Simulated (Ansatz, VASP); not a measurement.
## Two plane-wave programs on Y2Si3O

File INCAR:

```
PREC = Accurate
ENCUT = 600
EDIFF = 1E-7
ISMEAR = 0
SIGMA = 0.1
LREAL = False
LASPH = True
NELM = 80
ALGO = Normal
ISIF = 3
LWAVE = False
LCHARG = False
GGA = PE
IBRION = 2
NSW = 90
EDIFFG = -0.04
```

File KPOINTS:

```
Automatic mesh
0
Gamma
  6 6 2
```

The input POSCAR:

```
Y2Si3O
1.0
    4.1116889300      0.0000000000      0.0000000000
   -2.0558444600      3.5608270600      0.0000000000
    0.0000000000      0.0000000000      8.9571032800
Y Si O
2 3 1
Direct
    0.3333333300      0.6666666700      0.2516720000
    0.3333333300      0.6666666700      0.7483280000
    0.6666666700      0.3333333300      0.5000000000
    0.0000000000      0.0000000000      0.0000000000
    0.0000000000      0.0000000000      0.5000000000
    0.6666666700      0.3333333300      0.0000000000
```

Input for Ansatz:

```yaml
crystal:
  lattice:
    - [4.11168893, 0.0, 0.0]
    - [-2.05584446, 3.56082706, 0.0]
    - [0.0, 0.0, 8.95710328]
  atoms:
    - { symbol: "Y", position: [0.33333333, 0.66666667, 0.251672] }
    - { symbol: "Y", position: [0.33333333, 0.66666667, 0.748328] }
    - { symbol: Si, position: [0.66666667, 0.33333333, 0.5] }
    - { symbol: Si, position: [0.0, 0.0, 0.0] }
    - { symbol: Si, position: [0.0, 0.0, 0.5] }
    - { symbol: O, position: [0.66666667, 0.33333333, 0.0] }
basis:
  ecutwfc: 420
kpoints:
  mp_grid: { grid: [6, 6, 2] }
hamiltonian:
  xc: pbe
scf:
  occupations: { method: gaussian, width: 0.1 }
  lower_state_search: "off"
output:
  forces: true
  stress: true
  eigenvalues: true
relax:
  adjacent_minimum: "off"
  f_tol: 0.04
  max_steps: 70
  cell: { stress_tol: 0.4 }
```

Change from the starting cell: species swapped into the Sr2Al3Ge type (P-6m2, No. 187).

Alike in both runs: task relaxation of cell and atoms; functional PBE; k mesh 6 × 6 × 2; occupations gaussian, width 0.1 eV; no spin polarisation.

|  | VASP | Ansatz |
| --- | --- | --- |
| version | VASP 6.6.1 | Ansatz 0.2.0 |
| potentials or method | VASP PAW PBE potentials, release 64 (Y_sv, Si, O), cutoff 600 eV | scalar-relativistic, plane waves, PAW |
| valence electrons in the cell | 40 | 40 |

Ansatz gave:

| Property | Result |
| --- | --- |
| gap on the k mesh at the Fermi level, each at its own relaxed structure (eV) | none |
| relaxed volume (Å³/atom) | 17.81 |
| relaxed cell length with the largest relative difference (Å) | 7.793 |

Which values does VASP return?

gap on the k mesh at the Fermi level, each at its own relaxed structure (eV): none; relaxed volume (Å³/atom): 17.80; relaxed cell length with the largest relative difference (Å): 7.760.

A gap of «none» marks a metal or a gap that the smearing closes.

Noted on VASP's run: the volume moved by over 15 % at a fixed basis, so the end points are rough.
